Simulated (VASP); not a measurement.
**Si: single point with PBEsol**

Si:

```xyz
2
Lattice="0.0000 2.7247 2.6897 2.7247 0.0000 2.6897 2.7247 2.7247 0.0000" Properties=species:S:1:pos:R:3 pbc="T T T"
Si    0.0000    0.0000    0.0000
Si    1.3624    1.3624    1.3448
```

```yaml
Program: VASP 6.6.1
Task: single point
Functional: PBEsol
Potentials_or_basis: VASP PAW PBE potentials, release 64 (Si)
Cutoff: 500 eV
k_mesh: 4 × 4 × 4
Occupations: gaussian, width 0.01 eV
Spin: no spin polarisation
```

* Pressure: 1.2 GPa
* Band gap on the k mesh: 0.43 eV, indirect (least direct gap 2.41 eV)

Stress tensor (GPa, compression positive):
```
0.77 0.00 0.00
0.00 0.77 0.00
0.00 0.00 1.95
```

Levels at points of the mesh, in eV from the valence-band top:
```csv
k point,band 2,band 3,band 4,band 5,band 6,band 7
"(0.00, 0.00, 0.00)",-0.09,-0.09,0.00,2.41,2.45,2.45
"(0.50, 0.00, 0.00)",-7.10,-1.33,-1.21,1.40,3.14,3.25
"(0.50, 0.50, 0.00)",-7.85,-3.02,-3.02,0.43,0.43,10.00
"(0.50, 0.00, 0.50)",-7.93,-2.92,-2.92,0.53,0.53,9.99
```

It took 6.6 s on 1 thread of Intel Xeon 6975P-C (shared host), peak memory 0.14 GiB.

Caveat: the k points lie up to 0.50 Å⁻¹ apart; the PAW data sets were made with another functional, which shifts forces and pressure a little. A hybrid or GW would open this gap; PBEsol tends to underestimate it.
